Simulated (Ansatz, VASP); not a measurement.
**Two plane-wave programs on As**

File INCAR:

```
SYSTEM = As
ALGO = Normal
DIPOL = 0.5 0.5 0.371
EDIFF = 1E-6
ENCUT = 520
GGA = PE
IDIPOL = 3
ISIF = 2
ISMEAR = 0
IVDW = 12
LASPH = .TRUE.
LCHARG = .TRUE.
LDIPOL = .TRUE.
LELF = .TRUE.
LREAL = .FALSE.
LVACPOTAV = .TRUE.
LVHAR = .TRUE.
LWAVE = .FALSE.
NBANDS = 18
NELM = 100
PREC = Accurate
SIGMA = 0.05
```

KPOINTS

```
k-points
0
G
  9 9 1
  0 0 0
```

Contents of POSCAR:

```
As
1.0
    3.5716242768      0.0000000000      0.0000000000
   -1.7858121384      3.0931173565      0.0000000000
    0.0000000000      0.0000000000     20.2951239260
As
4
Direct
    0.3333333333      0.6666666667      0.2217281361
    0.6666666667      0.3333333333      0.2905900937
    0.8333333333      1.0000000000      0.4517125392
    1.1666666667      0.6666666667      0.5205744968
```

Input for Ansatz:

```yaml
crystal:
  lattice:
    - [3.5716243461, 0.0, 0.0]
    - [-1.7858121731, 3.0931174165, 0.0]
    - [0.0, 0.0, 20.295123953]
  atoms:
    - { symbol: As, position: [0.3333333333, 0.6666666667, 0.2217281358] }
    - { symbol: As, position: [0.6666666667, 0.3333333333, 0.290590094] }
    - { symbol: As, position: [0.8333333333, 1.0, 0.4517125393] }
    - { symbol: As, position: [1.1666666667, 0.6666666667, 0.5205744975] }
basis:
  ecutwfc: 420
kpoints:
  mp_grid: { grid: [9, 9, 1] }
hamiltonian:
  xc: pbe
  dispersion: d3bj
scf:
  occupations: { method: gaussian, width: 0.05 }
output:
  forces: true
  eigenvalues: true
efield:
  axis: 3
  dipole_correction: true
  ramp_width: 0.04
```

Alike in both runs: task single point; functional PBE; dispersion D3(BJ); k mesh 9 × 9 × 1; occupations gaussian, width 0.05 eV; no spin polarisation.

|  | VASP | Ansatz |
| --- | --- | --- |
| version | VASP 6.6.1 | Ansatz 0.2.0 |
| potentials or method | VASP PAW PBE potentials, release 64 (As), cutoff 520 eV | scalar-relativistic, plane waves, PAW |
| valence electrons in the cell | 20 | 60 |

|  | VASP | Ansatz | Ansatz less VASP |
| --- | --- | --- | --- |
| gap on the k mesh at the Fermi level (eV) | 0.94 | 0.96 | +0.023 |
| least direct gap on the mesh (eV) | 1.62 | 1.64 | +0.023 |
| rms of the force components (eV/Å) | 0.042 | 0.021 | -0.0212 |

Atom by atom the forces differ by 0.052 eV/Å (rms over components). VASP's potentials hold 20 valence electrons a cell and Ansatz's 60, so a difference there can come from the potentials and not from the codes.
